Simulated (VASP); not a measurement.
Runs of VASP 6.6.1 on Pt. The structure is that of space group Fd-3m (No. 227), or close to it. The cells are those of the table. 

```csv
spin,cell,k mesh,smearing,gap on the mesh (eV),pressure (GPa),moment (μB)
off,"a = 3.937 Å, angles 60.0°, 2 atoms",11 × 11 × 11,fermi-dirac 0.1 eV,none,(c),-
off,"a = 4.101 Å, angles 60.0°, 2 atoms",11 × 11 × 11,fermi-dirac 0.1 eV,none,-4.5,-
off,"a = 4.204 Å, angles 60.0°, 2 atoms",11 × 11 × 11,fermi-dirac 0.1 eV,none,-10.6,-
"collinear, ferromagnetic start","a = 4.057 Å, angles 60.0°, 2 atoms",10 × 10 × 10,fermi-dirac 0.05 eV,none,0.1,(a)
off,"a = 4.048 Å, angles 60.0°, 2 atoms",11 × 11 × 11,fermi-dirac 0.1 eV,none,0.1,-
off,"a = 3.993 Å, angles 60.0°, 2 atoms",11 × 11 × 11,fermi-dirac 0.1 eV,none,(b),-
"collinear, ferromagnetic start","a = 3.888 Å, angles 60.0°, 2 atoms",16 × 16 × 16,fermi-dirac 0.05 eV,none,21.0,0.00
off,"a = 4.153 Å, angles 60.0°, 2 atoms",11 × 11 × 11,fermi-dirac 0.1 eV,none,-7.9,-
```

Alike in all rows: task single point; level r2SCAN; potentials or basis VASP PAW PBE potentials, release 64 (Pt); cutoff (eV) 520.

Problem. Estimate the missing entries.

Solution. (a) 1.38; (b) 5.9; (c) 13.4.

Caveats: the PAW data sets were made with another functional, which shifts forces and pressure a little; spin-orbit coupling is left out, which moves the levels of the heavy elements.

A k mesh can miss the band edges, and the runs leave out spin-orbit coupling on Pt.

A gap of «none» marks levels without a gap at the run's occupations.
